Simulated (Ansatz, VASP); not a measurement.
# La: VASP beside Ansatz

```
La
1.0
     3.77668    0.00000    0.00000
    -1.88834    3.27070    0.00000
     0.00000    0.00000    6.10126
La
2
Direct
  0.33333 0.66667 0.25000
  0.66667 0.33333 0.75000
```

Alike in both runs: functional PBE; k mesh 13 × 13 × 7; occupations fermi-dirac, width 0.08 eV; no spin polarisation.

Ansatz relaxed the structure, and its values are those at the end. VASP's run is a single point on that final structure, the one shown.

|  | VASP | Ansatz |
| --- | --- | --- |
| version | VASP 6.6.1 | Ansatz 0.2.0 |
| potentials or method | VASP PAW PBE potentials, release 64 (La) | PAW with Ansatz's default frozen-core files, scalar-relativistic |
| plane-wave cutoff (eV) | 520 | 420 |
| valence electrons in the cell | 22 | 22 |

VASP gave:

| Item | Value |
| --- | --- |
| pressure (GPa) | 0.1 |

**Question.** What did Ansatz give for the same quantities?

**Answer.** Pressure (GPa): 0.0.

Spin-orbit coupling is off throughout.
